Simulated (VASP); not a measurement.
Ta:

```
Ta
1.0
    -1.62896    1.62896    1.62896
     1.62896   -1.62896    1.62896
     1.62896    1.62896   -1.62896
Ta
1
Direct
  0.00000 0.00000 0.00000
```

Base run:

- Program: VASP 6.6.1
- Functional: r2SCAN
- Potentials or basis: VASP PAW PBE potentials, release 64 (Ta_pv)
- Cutoff: 520 eV
- k mesh: 11 × 11 × 11
- Occupations: fermi-dirac, width 0.05 eV
- Spin: no spin polarisation

Its results: pressure 9.7 GPa.

Q: The run is repeated on the same cell with these changes: functional from r2SCAN to PBE; further incar settings from ALGO = Normal; EDIFF = 1e-06; NBANDS = 12 to ALGO = Normal; EDIFF = 1e-07; NBANDS = 12. What comes out?

A: Pressure 12.0 GPa.

Caveats: the PAW data sets were made with another functional, which shifts forces and pressure a little (some runs).
